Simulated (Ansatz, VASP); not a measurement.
One calculation of AlAs, two programs

```
Al As
1.0
     0.00000    2.83040    2.83040
     2.83040    0.00000    2.83040
     2.83040    2.83040    0.00000
Al As
1 1
Cartesian
  0.0000 0.0000 0.0000
  1.4152 1.4152 1.4152
```

Alike in both runs: task relaxation of cell and atoms; functional r2SCAN; k mesh 6 × 6 × 6; no spin polarisation.

```csv
,VASP,Ansatz
version,VASP 6.6.1,Ansatz 0.2.0
potentials or method,"VASP PAW PBE potentials, release 64 (Al, As)","plane waves, PAW"
plane-wave cutoff (eV),550,500
occupations,"gaussian, width 0.01 eV",fixed
valence electrons in the cell,8,18
```

|  | VASP | Ansatz | Ansatz less VASP |
| --- | --- | --- | --- |
| relaxed volume (Å³/atom) | 22.87 | 22.89 | +0.019 |
| relaxed cell length with the largest relative difference (Å) | 4.014 | 4.015 | +0.0011 |

VASP's potentials were made for PBE, not for r2SCAN. VASP's potentials hold 8 valence electrons a cell and Ansatz's 18, so a difference there can come from the potentials and not from the codes.
